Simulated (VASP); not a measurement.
# NaH (I-4m2) in VASP: a series of runs

NaH is run at these levels: PBE, r2SCAN, HSE06; tasks: single point.

Everything below comes from runs of VASP 6.6.1. Logs are shortened: lines on timing, memory, paths and dates and some standing lists are left out, and cuts for length are marked.

## 1. The cell of the first run

It takes space group I-4m2 (No. 119, tetragonal). The conventional cell has a = 3.673 Å, b = 3.673 Å, c = 4.929 Å, α = 90.00°, β = 90.00°, γ = 90.00°. Na (site symmetry -4m2) has 4 H at 2.21 Å within 2.9 Å. H (site symmetry -4m2) has 4 Na at 2.21 Å within 2.9 Å.

## 2. Single point, PBE (uniaxial z strain -5.1%)

INCAR

```
  ALGO = Normal
  EDIFF = 1E-6
  ENCUT = 520
  GGA = PE
  ISIF = 2
  ISMEAR = -1
  LASPH = T
  LCHARG = F
  LREAL = F
  LWAVE = F
  NBANDS = 11
  NELM = 80
  PREC = Accurate
  SIGMA = 0.02
```

KPOINTS

```
k-points
0
Gamma
  8 8 8
```

POSCAR

```
NaH
1.0
    0.0000000000      2.5969210614      2.4647377794
    2.5969210614      0.0000000000      2.4647377794
    2.5969210614      2.5969210614      0.0000000000
Na H
1 1
Direct
    0.0000000000      0.0000000000      0.0000000000
    0.2500000000      0.2500000000      0.2500000000
```

Potentials or basis: VASP PAW PBE potentials, release 64 (Na_pv, H).

On the command line:

```console
$ cat potpaw_PBE.64/Na_pv/POTCAR potpaw_PBE.64/H/POTCAR > POTCAR
$ mpirun -np 1 vasp_std > vasp.out
```

OUTCAR:

```text
EDIFF = 1E-6
   ENCUT = 520
   GGA = PE
   ISIF = 2
   ISMEAR = -1
   LASPH = T
   LREAL = F
   NELM = 80
   PREC = Accurate

 ion  position               nearest neighbor table
   1  0.000  0.000  0.000-
   2  0.250  0.250  0.250-

  LATTYP: Found a body centered tetragonal cell.
 ALAT       =     3.6726009854
 C/A-ratio  =     1.3422300921

  Lattice vectors:

 A1 = (   0.0000000000,  -2.5969210614,  -2.4647377794)
 A2 = (   0.0000000000,   2.5969210614,  -2.4647377794)
 A3 = (   2.5969210614,   0.0000000000,   2.4647377794)

Analysis of symmetry for initial positions (statically):
=====================================================================
 Subroutine PRICEL returns:
 Original cell was already a primitive cell.

 Routine SETGRP: Setting up the symmetry group for a
 body centered tetragonal supercell.

 Subroutine GETGRP returns: Found  8 space group operations
 (whereof  8 operations were pure point group operations)
 out of a pool of 16 trial point group operations.

The static configuration has the point symmetry D_2d.

Analysis of symmetry for dynamics (positions and initial velocities):
=====================================================================
 Subroutine PRICEL returns:
 Original cell was already a primitive cell.

 Routine SETGRP: Setting up the symmetry group for a
 body centered tetragonal supercell.

 Subroutine GETGRP returns: Found  8 space group operations
 (whereof  8 operations were pure point group operations)
 out of a pool of 16 trial point group operations.

The dynamic configuration has the point symmetry D_2d.

 Subroutine INISYM returns: Found  8 space group operations
 (whereof  8 operations are pure point group operations),
 and found     1 'primitive' translations

----------------------------------------------------------------------------------------

                                     Primitive cell

  volume of cell :      33.2444

  direct lattice vectors                    reciprocal lattice vectors
     0.000000000  2.596921061  2.464737779    -0.192535694  0.192535694  0.202861336
     2.596921061  0.000000000  2.464737779     0.192535694 -0.192535694  0.202861336
     2.596921061  2.596921061  0.000000000     0.192535694  0.192535694 -0.202861336

  length of vectors
     3.580353519  3.580353519  3.672600985     0.339547801  0.339547801  0.339547801

  position of ions in fractional coordinates (direct lattice)
     0.000000000  0.000000000  0.000000000
     0.250000000  0.250000000  0.250000000

  ion indices of the primitive-cell ions
   primitive index   ion index
                 1           1
                 2           2

----------------------------------------------------------------------------------------

 KPOINTS: k-points

Automatic generation of k-mesh.
 Grid dimensions read from file:
 generate k-points for:    8    8    8

 Generating k-lattice:

  Cartesian coordinates                     Fractional coordinates (reciprocal lattice)
    -0.024066962  0.024066962  0.025357667     0.125000000  0.000000000  0.000000000
     0.024066962 -0.024066962  0.025357667     0.000000000  0.125000000  0.000000000
     0.024066962  0.024066962 -0.025357667     0.000000000  0.000000000  0.125000000

  Length of vectors
     0.042443475  0.042443475  0.042443475

  Shift w.r.t. Gamma in fractional coordinates (k-lattice)
     0.000000000  0.000000000  0.000000000

 Subroutine IBZKPT returns following result:
 ===========================================

 Found     59 irreducible k-points:

 Following reciprocal coordinates:
            Coordinates               Weight
  0.000000  0.000000  0.000000      1.000000
  0.125000 -0.000000  0.000000      8.000000
  0.250000 -0.000000  0.000000      8.000000
  0.375000 -0.000000  0.000000      8.000000
  0.500000 -0.000000  0.000000      4.000000
  0.125000  0.125000  0.000000      2.000000
[... 16 lines left out ...]
  0.250000 -0.000000  0.125000     16.000000
  0.375000 -0.000000  0.125000     16.000000
 [... further k-points ...]
   k-points           NKPTS =     59   k-points in BZ     NKDIM =     59   number of bands    NBANDS=     11
   number of dos      NEDOS =    301   number of ions     NIONS =      2
   total plane-waves  NPLWV =  21952
   dimension x,y,z NGX =    28 NGY =   28 NGZ =   28
   dimension x,y,z NGXF=    56 NGYF=   56 NGZF=   56
   ions per type =               1   1
   NGX,Y,Z   is equivalent  to a cutoff of  13.00, 13.00, 12.67 a.u.
   NGXF,Y,Z  is equivalent  to a cutoff of  26.00, 26.00, 25.35 a.u.
 SYSTEM =  unknown system
   PREC   = accura    normal or accurate (medium, high low for compatibility)
   ISTART =      0    job   : 0-new  1-cont  2-samecut
   ICHARG =      2    charge: 1-file 2-atom 10-const
   ISPIN  =      1    spin polarized calculation?
   LNONCOLLINEAR =      F non collinear calculations
   LSORBIT =      F    spin-orbit coupling
   LASPH  =      T    aspherical Exc in radial PAW
   ENCUT  =  520.0 eV  38.22 Ry    6.18 a.u.   6.66  6.66  6.83*2*pi/ulx,y,z
   NELM   =     80;   NELMIN=  2; NELMDL= -5     # of ELM steps
   EDIFF  = 0.1E-05   stopping-criterion for ELM
   LREAL  =      F    real-space projection
   EDIFFG = 0.1E-04   stopping-criterion for IOM
   NSW    =      0    number of steps for IOM
   IBRION =     -1    ionic relax: 0-MD 1-quasi-New 2-CG
   NFREE  =      0    steps in history (QN), initial steepest desc. (CG)
   ISIF   =      2    stress and relaxation
   ISYM   =      2    0-nonsym 1-usesym 2-fastsym
   POTIM  = 0.5000    time-step for ionic-motion
   TEBEG  =    0.0;   TEEND  =   0.0 temperature during run
   PSTRESS=    0.0 pullay stress
   NELECT =       8.0000    total number of electrons
   NUPDOWN=      -1.0000    fix difference up-down
   EMIN   =  10.00;   EMAX   =-10.00  energy-range for DOS
   EFERMI =   0.00;   METHOD = LEGACY
   ISMEAR =    -1;   SIGMA  =   0.02  broadening in eV -4-tet -1-fermi 0-gaus
   EFERMI_NEDOS =   21; number of points for ismear=-14 and -15
   IALGO  =     38    algorithm
   IMIX   =      4    mixing-type and parameters
     AMIX     =   0.40;   BMIX     =  1.00
     AMIX_MAG =   1.60;   BMIX_MAG =  1.00
  volume/ion in A,a.u.               =      16.62       112.17
  Fermi-wavevector in a.u.,A,eV,Ry     =   1.018276  1.924262 14.107685  1.036886
  Thomas-Fermi vector in A             =   2.151724
   LORBIT       =      0    0 simple, 1 ext, 2 COOP (PROOUT), +10 PAW based schemes
   GGA     = PE    functional components
   LHFCALC =     F    Hartree Fock is set to
   AEXX    =    0.0000 exact exchange contribution
   IVDW    =     0    specifies the selected vdW correction
   LEPSILON=     F    determine dielectric tensor
   LRPA    =     F    only Hartree local field effects (RPA)
 non-spin polarized calculation
  energy-cutoff  :      520.00
  volume of cell :       33.24
 maximum number of plane-waves:       925
   NGX = 13   NGY = 13   NGZ = 13

 number of electron       7.9999996 magnetization

 Free energy of the ion-electron system (eV)
  ---------------------------------------------------
  ext. energy  EPLUGINS =         0.00000000
  ---------------------------------------------------
  free energy    TOTEN  =        -4.98072480 eV

  energy without entropy =       -4.98072480  energy(sigma->0) =       -4.98072480

 E-fermi :  -1.1654     XC(G=0):  -7.0399

 val. band max:       -1.6720174506   @ k =  -0.3750   0.5000   0.1250
 cond. band min:       1.9138220053   @ k =   0.5000  -0.0000   0.0000
 fundamental gap:      3.5858394559
 Fermi energy:        -1.1654268723

 k-point     1 :       0.0000    0.0000    0.0000
  band No.  band energies     occupation
      1     -23.6561      2.00000
      2     -23.6479      2.00000
      3     -23.6479      2.00000
      4      -4.7191      2.00000
      5       6.7645      0.00000
      6      11.9034      0.00000
      7      11.9034      0.00000
      8      11.9921      0.00000
      9      14.7763      0.00000
     10      14.7763      0.00000
     11      14.8363      0.00000

 k-point     2 :       0.1250   -0.0000    0.0000
  band No.  band energies     occupation
      1     -23.6615      2.00000
      2     -23.6518      2.00000
      3     -23.6493      2.00000
      4      -4.4909      2.00000
      5       6.0444      0.00000
      6      11.1568      0.00000
      7      11.5870      0.00000
      8      11.7821      0.00000
      9      15.1783      0.00000
     10      15.2908      0.00000
     11      15.3982      0.00000

 k-point     3 :       0.2500   -0.0000    0.0000
  band No.  band energies     occupation
      1     -23.6806      2.00000
      2     -23.6551      2.00000
      3     -23.6526      2.00000
      4      -3.8504      2.00000
      5       4.4058      0.00000
      6      10.0887      0.00000
      7      11.1282      0.00000
      8      11.5352      0.00000
      9      13.9027      0.00000
     10      14.6327      0.00000
     11      15.8719      0.00000

 k-point     4 :       0.3750   -0.0000    0.0000
  band No.  band energies     occupation
      1     -23.7007      2.00000
      2     -23.6573      2.00000
      3     -23.6560      2.00000
      4      -2.9833      2.00000
      5       2.7206      0.00000
      6       9.4448      0.00000
      7      10.8723      0.00000
      8      11.4561      0.00000
      9      12.8866      0.00000
     10      13.6894      0.00000
     11      14.9560      0.00000

 k-point     5 :       0.5000   -0.0000    0.0000
  band No.  band energies     occupation
      1     -23.7090      2.00000
      2     -23.6582      2.00000
      3     -23.6574      2.00000
      4      -2.4776      2.00000
      5       1.9138      0.00000
      6       9.2405      0.00000
      7      10.8093      0.00000
      8      11.4677      0.00000
      9      12.5164      0.00000
     10      13.3404      0.00000
     11      14.5383      0.00000
[... 211 lines left out ...]
 k-point    21 :       0.5000    0.5000    0.0000
  band No.  band energies     occupation
      1     -23.7116      2.00000
      2     -23.6709      2.00000
      3     -23.6709      2.00000
      4      -1.6757      2.00000
      5       3.7050      0.00000
      6       5.7725      0.00000
      7       7.8995      0.00000
      8       7.8995      0.00000
      9      10.7396      0.00000
     10      19.8745      0.00000
     11      22.0306      0.00000

 k-point    22 :       0.1250    0.0000    0.1250
  band No.  band energies     occupation
      1     -23.6591      2.00000
      2     -23.6563      2.00000
      3     -23.6501      2.00000
      4      -4.4259      2.00000
      5       5.9844      0.00000
      6      10.8670      0.00000
      7      10.8916      0.00000
      8      12.8014      0.00000
      9      13.2474      0.00000
     10      14.5141      0.00000
     11      16.4706      0.00000

 k-point    23 :       0.2500   -0.0000    0.1250
  band No.  band energies     occupation
      1     -23.6734      2.00000
      2     -23.6593      2.00000
      3     -23.6531      2.00000
      4      -3.9325      2.00000
      5       4.9059      0.00000
      6       9.6015      0.00000
      7      10.3293      0.00000
      8      11.8285      0.00000
      9      13.5909      0.00000
     10      14.5453      0.00000
     11      16.6268      0.00000

 k-point    24 :       0.3750   -0.0000    0.1250
  band No.  band energies     occupation
      1     -23.6929      2.00000
      2     -23.6614      2.00000
      3     -23.6572      2.00000
      4      -3.1344      2.00000
      5       3.3787      0.00000
      6       8.4001      0.00000
      7      10.1478      0.00000
      8      11.0622      0.00000
      9      13.4461      0.00000
     10      15.3914      0.00000
     11      16.3597      0.00000

 [... further k-points ...]

------------------------ aborting loop because EDIFF is reached ----------------------------------------

  FORCE on cell =-STRESS in cart. coord.  units (eV):
  Direction    XX          YY          ZZ          XY          YZ          ZX
  --------------------------------------------------------------------------------------
  -------------------------------------------------------------------------------------
  Total        0.2522964      0.2522964      0.2696104      0.0000000      0.0000000      0.0000000
  in kB       12.1591571     12.1591571     12.9935835      0.0000000      0.0000000      0.0000000
  external PRESSURE =      12.4372992 kB  Pullay stress =       0.0000000 kB

 VOLUME and BASIS-vectors are now :
 -----------------------------------------------------------------------------
  energy-cutoff  :      520.00
  volume of cell :       33.24
      direct lattice vectors                 reciprocal lattice vectors
     0.000000000  2.596921061  2.464737779    -0.192535694  0.192535694  0.202861336
     2.596921061  0.000000000  2.464737779     0.192535694 -0.192535694  0.202861336
     2.596921061  2.596921061  0.000000000     0.192535694  0.192535694 -0.202861336

 POSITION                                       TOTAL-FORCE (eV/Angst)
 -----------------------------------------------------------------------------------
      0.00000      0.00000      0.00000         0.000000      0.000000      0.000000
      1.29846      1.29846      1.23237        -0.000000     -0.000000     -0.000000
 -----------------------------------------------------------------------------------
    total drift:                                0.000001      0.000001     -0.000000

  FREE ENERGIE OF THE ION-ELECTRON SYSTEM (eV)
  ---------------------------------------------------
  free  energy   TOTEN  =        -4.9807248015 eV

  energy  without entropy=       -4.9807248015  energy(sigma->0) =       -4.98072480
```

It took 18 s on 1 thread of Oxide Virtual Turin-like, shared host; peak memory 0.12 GiB.

What came out:

```yaml
Free_energy: -4.9807 eV
Pressure: 1.2 GPa
Band_gap_on_the_k_mesh: 3.59 eV (least direct gap 4.39 eV)
```

Stress tensor (GPa, compression positive):
```
1.22 0.00 0.00
0.00 1.22 0.00
0.00 0.00 1.30
```

Levels at points of the mesh, in eV from the valence-band top:
| k point | band 1 | band 2 | band 3 | band 4 | band 5 | band 6 | band 7 | band 8 | band 9 |
| --- | --- | --- | --- | --- | --- | --- | --- | --- | --- |
| (0.00, 0.00, 0.00) | -21.98 | -21.98 | -21.98 | -3.05 | 8.44 | 13.58 | 13.58 | 13.66 | 16.45 |
| (0.50, 0.00, 0.00) | -22.04 | -21.99 | -21.99 | -0.81 | 3.59 | 10.91 | 12.48 | 13.14 | 14.19 |
| (0.50, 0.50, 0.00) | -22.04 | -22.00 | -22.00 | 0.00 | 5.38 | 7.44 | 9.57 | 9.57 | 12.41 |
| (0.50, 0.00, 0.50) | -22.03 | -22.01 | -21.99 | -0.23 | 4.88 | 7.60 | 10.13 | 10.19 | 12.87 |

Caveat: the cell differs from its parent crystal (uniaxial z strain -5.1%); the structure was generated, so it needn't be the stable form of NaH. A k mesh can miss the band edges.

## 3. Single point, r2SCAN (uniaxial z strain -5.1%)

POSCAR is that of step 2.

INCAR.step1

```
  PREC = Accurate
  ENCUT = 520
  ISMEAR = 0
  SIGMA = 0.01
  LREAL = False
  LASPH = True
  NELM = 80
  NBANDS = 11
  GGA = PE
  ALGO = Normal
  EDIFF = 1E-4
  LWAVE = True
  LCHARG = False
```

INCAR.step2

```
  PREC = Accurate
  ENCUT = 520
  EDIFF = 1E-6
  ISMEAR = 0
  SIGMA = 0.01
  LREAL = False
  LASPH = True
  NELM = 80
  ALGO = Normal
  ISIF = 2
  LWAVE = False
  LCHARG = False
  METAGGA = R2SCAN
  LMIXTAU = True
  NBANDS = 11
  ISTART = 1
```

KPOINTS

```
Automatic mesh
0
Gamma
  8 8 8
```

Potentials or basis: VASP PAW PBE potentials, release 64 (Na_pv, H).

On the command line:

```console
$ cat potpaw_PBE.64/Na_pv/POTCAR potpaw_PBE.64/H/POTCAR > POTCAR
$ cp INCAR.step1 INCAR
$ mpirun -np 1 vasp_std > vasp.out
$ cp INCAR.step2 INCAR
$ mpirun -np 1 vasp_std > vasp.out
```

Run time: 99 s. Hardware: 1 thread of Oxide Virtual Turin-like, shared host; peak memory 0.13 GiB.

It converged, with:

```
Free energy            : -7.4552 eV
Pressure               : 0.9 GPa
Band gap on the k mesh : 4.03 eV (least direct gap 4.82 eV)
```

Levels at points of the mesh, in eV from the valence-band top:
| k point | band 1 | band 2 | band 3 | band 4 | band 5 | band 6 | band 7 | band 8 |
| --- | --- | --- | --- | --- | --- | --- | --- | --- |
| (0.00, 0.00, 0.00) | -22.77 | -22.76 | -22.76 | -3.01 | 9.07 | 14.05 | 14.05 | 14.14 |
| (0.50, 0.00, 0.00) | -22.82 | -22.77 | -22.77 | -0.80 | 4.03 | 11.78 | 13.02 | 13.69 |
| (0.50, 0.50, 0.00) | -22.82 | -22.78 | -22.78 | 0.00 | 5.88 | 7.90 | 10.19 | 10.19 |
| (0.50, 0.00, 0.50) | -22.82 | -22.79 | -22.78 | -0.23 | 5.40 | 8.05 | 10.75 | 10.82 |

Caveat: the cell differs from its parent crystal (uniaxial z strain -5.1%); the structure was generated, so it needn't be the stable form of NaH; the PAW data sets were made with another functional, which shifts forces and pressure a little.

[end of part 1 of 2]
